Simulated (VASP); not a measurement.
# Gd (Im-3m) in VASP: further runs

The runs below take Gd through single point, with PBE.

All numbers are computed with VASP 6.6.1; they aren't measurements. Logs are shortened: lines on timing, memory, paths and dates and some standing lists are left out, and cuts for length are marked.

## 1. The cell of the first run

It takes space group Im-3m (No. 229, cubic). Conventional cell: a = 4.050 Å, b = 4.050 Å, c = 4.050 Å, α = 90.00°, β = 90.00°, γ = 90.00°. Within 4.6 Å of Gd (site symmetry m-3m) lie 14 Gd at 3.51 to 4.05 Å.

This isn't the form of Gd at room conditions, which is hcp.

## 2. Single point, PBE, non-collinear spin, typed start, spin-orbit coupling

Contents of INCAR:

```
SYSTEM = Gd
PREC = Accurate
ENCUT = 520
EDIFF = 1E-6
ISMEAR = -1
SIGMA = 0.1
LREAL = .FALSE.
LASPH = .TRUE.
NELM = 150
ALGO = Normal
ISIF = 2
LWAVE = .FALSE.
LCHARG = .FALSE.
LNONCOLLINEAR = .TRUE.
MAGMOM = 0 0 7.3
LORBIT = 11
LSORBIT = .TRUE.
GGA_COMPAT = .FALSE.
LORBMOM = .TRUE.
LMAXMIX = 6
GGA = PE
NBANDS = 29
```

Contents of KPOINTS:

```
regular mesh
0
G
  9 9 9
  0 0 0
```

Contents of POSCAR:

```
Gd
1.0
   -2.0250000000      2.0250000000      2.0250000000
    2.0250000000     -2.0250000000      2.0250000000
    2.0250000000      2.0250000000     -2.0250000000
Gd
1
Direct
    0.0000000000      0.0000000000      0.0000000000
```

Potentials or basis: VASP PAW PBE potentials, release 64 (Gd).

Run with:

```sh
> cat potpaw_PBE.64/Gd/POTCAR > POTCAR
> mpirun -np 1 vasp_ncl > vasp.out
```

OUTCAR:

```text
SYSTEM = Gd
   PREC = Accurate
   ENCUT = 520
   EDIFF = 1E-6
   ISMEAR = -1
   LREAL = .FALSE.
   LASPH = .TRUE.
   NELM = 150
   ISIF = 2
   LNONCOLLINEAR = .TRUE.
   LORBIT = 11
   LSORBIT = .TRUE.
   GGA = PE

 ion  position               nearest neighbor table
   1  0.000  0.000  0.000-

  LATTYP: Found a body centered cubic cell.
 ALAT       =     4.0500000000

  Lattice vectors:

 A1 = (  -2.0250000000,   2.0250000000,   2.0250000000)
 A2 = (   2.0250000000,  -2.0250000000,   2.0250000000)
 A3 = (   2.0250000000,   2.0250000000,  -2.0250000000)

Analysis of symmetry for initial positions (statically):
=====================================================================
 Subroutine PRICEL returns:
 Original cell was already a primitive cell.

 Routine SETGRP: Setting up the symmetry group for a
 body centered cubic supercell.

 Subroutine GETGRP returns: Found 48 space group operations
 (whereof 48 operations were pure point group operations)
 out of a pool of 48 trial point group operations.

The static configuration has the point symmetry O_h .

Analysis of symmetry for dynamics (positions and initial velocities):
=====================================================================
 Subroutine PRICEL returns:
 Original cell was already a primitive cell.

 Routine SETGRP: Setting up the symmetry group for a
 body centered cubic supercell.

 Subroutine GETGRP returns: Found 48 space group operations
 (whereof 48 operations were pure point group operations)
 out of a pool of 48 trial point group operations.

The dynamic configuration has the point symmetry O_h .

Analysis of structural, dynamic, and magnetic symmetry:
=====================================================================
 Subroutine PRICEL returns:
 Original cell was already a primitive cell.

 Routine SETGRP: Setting up the symmetry group for a
 body centered cubic supercell.

 Subroutine GETGRP returns: Found  8 space group operations
 (whereof  8 operations were pure point group operations)
 out of a pool of 48 trial point group operations.

The overall configuration has the point symmetry C_4h.

[... 152 lines left out ...]
 Fermi energy:         2.9581509281

 k-point     1 :       0.0000    0.0000    0.0000
  band No.  band energies     occupation
      1     -42.2331      1.00000
      2     -39.0379      1.00000
      3     -21.5779      1.00000
      4     -20.8447      1.00000
      5     -17.9460      1.00000
      6     -16.8315      1.00000
[... 757 lines left out ...]
     28       4.5824      0.00000
     29       6.2724      0.00000

 [... further k-points ...]

------------------------ aborting loop because EDIFF is reached ----------------------------------------

  FORCE on cell =-STRESS in cart. coord.  units (eV):
  Direction    XX          YY          ZZ          XY          YZ          ZX
  --------------------------------------------------------------------------------------
  -------------------------------------------------------------------------------------
  Total        0.0511172      0.0511172      0.0480154      0.0000000     -0.0000000      0.0000000
  in kB        2.4657127      2.4657127      2.3160956      0.0000011     -0.0000000      0.0000000
  external PRESSURE =       2.4158403 kB  Pullay stress =       0.0000000 kB

 VOLUME and BASIS-vectors are now :
 -----------------------------------------------------------------------------
  energy-cutoff  :      520.00
  volume of cell :       33.22
      direct lattice vectors                 reciprocal lattice vectors
    -2.025000000  2.025000000  2.025000000     0.000000000  0.246913580  0.246913580
     2.025000000 -2.025000000  2.025000000     0.246913580  0.000000000  0.246913580
     2.025000000  2.025000000 -2.025000000     0.246913580  0.246913580  0.000000000

 POSITION                                       TOTAL-FORCE (eV/Angst)
 -----------------------------------------------------------------------------------
      0.00000      0.00000      0.00000         0.000000      0.000000      0.000000
 -----------------------------------------------------------------------------------
    total drift:                               -0.000000     -0.000000     -0.000000

  FREE ENERGIE OF THE ION-ELECTRON SYSTEM (eV)
  ---------------------------------------------------
  free  energy   TOTEN  =       -12.2845537887 eV

  energy  without entropy=      -12.2015501254  energy(sigma->0) =      -12.24305196

 orbital moment (x)

 # of ion     p       d       f       tot
 ------------------------------------------------
  1         0.000  -0.000   0.000   0.000
 ------------------------------------------------
            0.000  -0.000   0.000   0.000

 orbital moment (y)

 # of ion     p       d       f       tot
 ------------------------------------------------
  1         0.000  -0.000   0.000   0.000
 ------------------------------------------------
            0.000  -0.000   0.000   0.000

 orbital moment (z)

 # of ion     p       d       f       tot
 ------------------------------------------------
  1        -0.010  -0.018   0.158   0.131
 ------------------------------------------------
           -0.010  -0.018   0.158   0.131

 Spin-Orbit-Coupling matrix elements

 Ion:    1  E_soc:     -1.2693726
 l=   1
     0.0000000    -0.1659848    -0.1654854
    -0.1659848     0.0000000    -0.1659848
    -0.1654854    -0.1659848     0.0000000
 l=   2
     0.0000000    -0.0000677     0.0000000    -0.0000677    -0.0017381
    -0.0000677     0.0000000    -0.0013159    -0.0002075    -0.0004270
     0.0000000    -0.0013159     0.0000000    -0.0013159     0.0000000
    -0.0000677    -0.0002075    -0.0013159     0.0000000    -0.0004270
    -0.0017381    -0.0004270     0.0000000    -0.0004270     0.0000000
 l=   3
     0.0000000    -0.0064707     0.0000000     0.0000000     0.0000000    -0.0065340    -0.0073612
    -0.0064707     0.0000000    -0.0107762     0.0000000    -0.0107762    -0.0028948    -0.0064707
     0.0000000    -0.0107762     0.0000000    -0.0258178    -0.0007052    -0.0107529     0.0000000
     0.0000000     0.0000000    -0.0258178     0.0000000    -0.0258178     0.0000000     0.0000000
     0.0000000    -0.0107762    -0.0007052    -0.0258178     0.0000000    -0.0107529     0.0000000
    -0.0065340    -0.0028948    -0.0107529     0.0000000    -0.0107529     0.0000000    -0.0065340
    -0.0073612    -0.0064707     0.0000000     0.0000000     0.0000000    -0.0065340     0.0000000

 total charge

# of ion       s       p       d       f       tot
--------------------------------------------------
    1        2.071   5.581   0.571   7.010  15.233

 magnetization (x)

# of ion       s       p       d       f       tot
--------------------------------------------------
    1        0.000   0.000   0.000  -0.000   0.000

 magnetization (y)

# of ion       s       p       d       f       tot
--------------------------------------------------
    1       -0.000   0.000   0.000   0.000   0.000

 magnetization (z)

# of ion       s       p       d       f       tot
--------------------------------------------------
    1        0.002  -0.053   0.225   6.741   6.914
```

OSZICAR:

```text
N       E                     dE             d eps       ncg     rms          rms(c)
DAV:   1     0.129609644216E+03    0.12961E+03   -0.58359E+03  8363   0.611E+03
[... 13 lines left out ...]
DAV:  15    -0.122845517894E+02    0.32718E-04   -0.64894E-04  8623   0.604E-01    0.142E-01
DAV:  16    -0.122845541900E+02   -0.24006E-05   -0.82887E-05 12079   0.165E-01    0.359E-01
DAV:  17    -0.122845569862E+02   -0.27962E-05   -0.69611E-06  9428   0.315E-02    0.316E-01
DAV:  18    -0.122845557810E+02    0.12052E-05   -0.13916E-06  6836   0.279E-02    0.236E-01
DAV:  19    -0.122845530773E+02    0.27038E-05   -0.65796E-06  8284   0.595E-02    0.770E-02
DAV:  20    -0.122845537887E+02   -0.71148E-06   -0.65881E-07  4946   0.199E-02
   1 F= -.12284554E+02 E0= -.12243052E+02  d E =-.830037E-01  mag=    -0.0000     0.0000     7.5101
```

Wall time 3.8 min (1 thread of Intel Xeon Platinum 8559C (Emerald Rapids), shared host); peak memory 0.36 GiB.

Results:

* Free energy: -12.2846 eV
* Pressure: 0.2 GPa
* Net moment: 7.51 μB per cell
* Valence electrons inside the program's atomic spheres: Gd 15.23

Moments on the atoms (μB; x, y, z):
```
Gd  0.00 0.00 6.91
```

 The state reached can hang on the start; a lower one may exist.

## 3. Single point, PBE, non-collinear spin, typed start, spin-orbit coupling

Contents of INCAR:

```
ALGO = Normal
EDIFF = 1E-6
ENCUT = 520
GGA = PE
GGA_COMPAT = F
ISIF = 2
ISMEAR = -1
LASPH = T
LCHARG = T
LMAXMIX = 6
LORBIT = 11
LORBMOM = T
LREAL = F
LSORBIT = T
LVHAR = T
LWAVE = F
MAGMOM = 4.215 4.215 4.215
NBANDS = 29
NELM = 150
PREC = Accurate
SIGMA = 0.1
```

Contents of KPOINTS:

```
k-points
0
Gamma
  9 9 9
```

POSCAR is that of step 2.

Potentials or basis: VASP PAW PBE potentials, release 64 (Gd).

Run with:

```sh
> cat potpaw_PBE.64/Gd/POTCAR > POTCAR
> mpirun -np 1 vasp_ncl > vasp.out
```

Wall time 4.6 min (1 thread of Intel Xeon Platinum 8559C (Emerald Rapids), shared host); peak memory 0.37 GiB.

The run converged. Its results:

```yaml
Free_energy: -12.2845 eV
Pressure: 0.7 GPa
Net_moment: 7.51 μB per cell
Valence_electrons_inside_the_program's_atomic_spheres: Gd 15.23
```

Moments on the atoms (μB; x, y, z):
```
Gd  3.99 3.99 3.99
```

 The state reached can hang on the start; a lower one may exist.
